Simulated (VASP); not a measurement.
Crystal: TaO5.

```xyz
6
Lattice="3.6537 0.0000 0.0000 -1.8269 3.1642 0.0000 0.0000 0.0000 5.3486" Properties=species:S:1:pos:R:3 pbc="T T T"
Ta    0.0000    0.0000    0.0000
O     1.8269    0.0000    2.6743
O     0.9134    1.5821    2.6743
O    -0.9134    1.5821    2.6743
O     0.0000    2.1095    0.0000
O     1.8269    1.0547    0.0000
```

The cell was generated, and may not be a known phase.

* Program: VASP 6.6.1
* Task: relaxation of cell and atoms
* Functional: PBE
* Potentials or basis: VASP PAW PBE potentials, release 64 (Ta_pv, O)
* Cutoff: 600 eV
* k mesh: 12 × 12 × 8
* Occupations: gaussian, width 0.1 eV
* Spin: no spin polarisation

At the start: pressure 0.9 GPa; volume 10.31 Å³/atom.

Where does the relaxation end?

Over 8 steps the energy falls by 2.7 meV/atom and the volume is 10.13 Å³/atom (-1.7 %); space group P6/mmm (No. 191, to 0.1 Å) before and after.

The path:
| step | energy change (eV) | largest force (eV/Å) | pressure (GPa) | volume (Å³) |
| --- | --- | --- | --- | --- |
| 1 | 0.0000 | 0.0000 | 0.90 | 61.84 |
| 2 | -0.0020 | 0.0000 | -3.51 | 62.35 |
| 3 | -0.0073 | 0.0000 | -1.52 | 62.11 |
| 4 | -0.0139 | 0.0000 | -0.86 | 61.48 |
| 5 | -0.0163 | 0.0000 | -0.17 | 60.86 |
| 6 | -0.0164 | 0.0000 | -0.10 | 60.80 |
| 7 | -0.0163 | 0.0000 | 0.18 | 60.77 |
| 8 | -0.0164 | 0.0000 | 0.00 | 60.79 |

Final structure:
```
Ta O
1.0
     3.66525    0.00000    0.00000
    -1.83262    3.17420    0.00000
     0.00000    0.00000    5.22492
Ta O
1 5
Direct
  0.00000 0.00000 0.00000
  0.50000 0.00000 0.50000
  0.50000 0.50000 0.50000
  0.00000 0.50000 0.50000
  0.33333 0.66667 0.00000
  0.66667 0.33333 0.00000
```

Caveat: an odd number of electrons without spin polarisation forces a metal; a magnetic or distorted state may lie lower.
